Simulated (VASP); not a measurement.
Here is a VASP 6.6.1 calculation.

The input INCAR:

```
SYSTEM = Hf2AlN3
PREC     = Accurate       ! precision mode
ENCUT    = 600            ! plane-wave cutoff, eV
EDIFF    = 1E-6           ! SCF threshold, eV
ISMEAR   = 0              ! smearing method
SIGMA    = 0.1            ! smearing width, eV
LREAL    = .FALSE.        ! projectors in reciprocal space
LASPH    = .TRUE.         ! aspherical terms in the spheres
NELM     = 60             ! most SCF steps
ALGO     = Normal         ! electronic algorithm
ISIF     = 3              ! what is computed and relaxed
LWAVE    = .FALSE.        ! write WAVECAR
LCHARG   = .FALSE.        ! write CHGCAR
GGA      = PE             ! functional
IBRION   = 2              ! ionic algorithm
NSW      = 90             ! ionic steps
EDIFFG   = -0.04          ! ionic threshold
```

The input KPOINTS:

```
Automatic mesh
0
G
  6 6 2
  0 0 0
```

The input POSCAR:

```
Hf2AlN3
1.0
    3.4319845900      0.0000000000      0.0000000000
   -1.7159923000      2.9721858400      0.0000000000
    0.0000000000      0.0000000000      8.4066110500
Hf Al N
2 1 3
Direct
    0.0000000000      0.0000000000      0.0000000000
    0.3333333300      0.6666666700      0.3333333300
    0.6666666700      0.3333333300      0.6666666700
    0.0000000000      0.0000000000      0.7500000000
    0.6666666700      0.3333333300      0.4166666700
    0.3333333300      0.6666666700      0.0833333300
```

Potentials or basis: VASP PAW PBE potentials, release 64 (Hf_pv, Al, N).

Launch:

```sh
$ cat potpaw_PBE.64/Hf_pv/POTCAR potpaw_PBE.64/Al/POTCAR potpaw_PBE.64/N/POTCAR > POTCAR
$ mpirun -np 1 vasp_std > vasp.out
```

Task: What does it give for the space group after relaxing (to 0.1 Å)?

Result: P3m1 (No. 156).

Task: Predict the relaxed cell.

Result: a = 3.355 Å, b = 3.355 Å, c = 8.293 Å, α = 90.00°, β = 90.00°, γ = 120.00°.

Stress tensor (GPa, compression positive):
```
0.20 0.00 0.00
0.00 0.20 0.00
0.00 0.00 0.00
```

Caveat: the k points lie up to 0.38 Å⁻¹ apart in the final cell, too coarse for converged energies and pressures of a metal.
